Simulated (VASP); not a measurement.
# Te5Pd: single point with PBE

The system is Te5Pd.

```
Te Pd
1.0
     6.69792    0.00000    0.00000
    -3.34896    5.80057    0.00000
     0.00000    0.00000    5.20469
Te Pd
5 1
Direct
  0.33333 0.66667 0.00000
  0.66667 0.33333 0.00000
  0.50000 0.00000 0.50000
  0.50000 0.50000 0.50000
  0.00000 0.50000 0.50000
  0.00000 0.00000 0.00000
```

The cell was built from a structure type or drawn by symmetry, and may not be a known phase.

```yaml
Program: VASP 6.6.1
Task: single point
Functional: PBE
Potentials_or_basis: VASP PAW PBE potentials, release 64 (Te, Pd)
Cutoff: 520 eV
k_mesh: 3 × 3 × 4
Occupations: gaussian, width 0.1 eV
Spin: collinear spin
Starting_moments: "[0.0, 0.0, 0.0, 0.0, 0.0, 1.0] μB"
Dipole_correction: no
Further_INCAR_settings: ALGO = Normal; EDIFF = 1e-06; NBANDS = 33
```

```yaml
Pressure: -1.6 GPa
Band_gap_on_the_k_mesh: zero (filled and empty bands overlap)
Net_moment: 0.00 μB per cell
Valence_electrons_inside_the_program's_atomic_spheres: Te 3.24, 3.23 (each value once); Pd 8.99
```

Stress tensor (GPa, compression positive):
```
-0.52  0.00  0.00
 0.00 -0.52  0.00
 0.00  0.00 -3.81
```

Levels at points of the mesh, in eV from the Fermi level:
Spin up:
```
           k point  band 16  band 17  band 18  band 19  band 20  band 21  band 22  band 23  band 24  band 25
(0.00, 0.00, 0.00)    -0.50    -0.50    -0.25    -0.25    -0.13    -0.13     0.22     1.24     1.88     1.88
(0.00, 0.00, 0.50)    -0.41    -0.41    -0.36    -0.36     1.32     1.36     1.57     1.77     1.77     2.26
```
Spin down:
| k point | band 17 | band 18 | band 19 | band 20 | band 21 | band 22 | band 23 | band 24 |
| --- | --- | --- | --- | --- | --- | --- | --- | --- |
| (0.00, 0.00, 0.00) | -0.50 | -0.25 | -0.25 | -0.13 | -0.13 | 0.22 | 1.24 | 1.88 |
| (0.00, 0.00, 0.50) | -0.41 | -0.36 | -0.36 | 1.32 | 1.36 | 1.57 | 1.77 | 1.77 |

It took 2.1 min on 1 thread of Intel(R) Xeon(R) Platinum 8259CL CPU @ 2.50GHz (Skylake/Cascade Lake), on a shared host, peak memory 0.41 GiB.

Caveat: the k points lie up to 0.36 Å⁻¹ apart, too coarse for converged energies and pressures of a metal; spin-orbit coupling is left out, which moves the levels of the heavy elements.
